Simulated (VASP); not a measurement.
Set up this calculation in VASP 6.6.1, as the native input.

```yaml
Task: relaxation of the atoms
Functional: PBE
Potentials_or_basis: VASP PAW PBE potentials, release 64 (Al, O)
Cutoff: 520 eV
k_mesh: 9 × 9 × 1
Occupations: gaussian, width 0.1 eV
Spin: no spin polarisation
Dipole_correction: yes
Atoms_held_fixed_from_0: "[0, 1, 2, 3]"
Further_INCAR_settings: ALGO = Normal; EDIFF = 1e-06; IBRION = 2; EDIFFG = -0.025; NSW = 36
```

The structure of Al3O lies in POSCAR:

```
Al3O
1.0
    2.8571514048      0.0000000000      0.0000000000
   -1.4285757024      2.4743656990      0.0000000000
    0.0000000000      0.0000000000     20.1016425027
Al O
3 1
Selective dynamics
Direct
    0.6666666667      0.3333333333      0.1989887145  F F F
    0.3333333333      0.6666666667      0.3134533097  F F F
    0.0000000000      0.0000000000      0.4279074459  F F F
    0.0000000000      0.0000000000      0.5214321417  F F T
```

These files were run (other wordings do the same):

INCAR

```
ALGO = Normal ; DIPOL = 0.5 0.5 0.365
EDIFF = 1E-6 ; EDIFFG = -0.025
ENCUT = 520 ; GGA = PE
IBRION = 2 ; IDIPOL = 3
ISIF = 2 ; ISMEAR = 0
LASPH = T ; LCHARG = F
LDIPOL = T ; LREAL = F
LWAVE = F ; NELM = 60
NSW = 36 ; PREC = Accurate
SIGMA = 0.1
```

KPOINTS

```
k-points
0
Gamma
  9 9 1
```

Potentials or basis: VASP PAW PBE potentials, release 64 (Al, O).

Launch:

```bash
$ cat potpaw_PBE.64/Al/POTCAR potpaw_PBE.64/O/POTCAR > POTCAR
$ mpirun -np 1 vasp_std > vasp.out
```

It gave:

| Property | Result |
| --- | --- |
| Energy gained by relaxing | 82.3 meV/atom |
| Ionic steps | 4 |

Caveat: an odd number of electrons without spin polarisation forces a metal; a magnetic or distorted state may lie lower.

It took 86 s on 1 thread of Intel(R) Xeon(R) Platinum 8488C (Sapphire Rapids), on a shared host, peak memory 0.27 GiB.
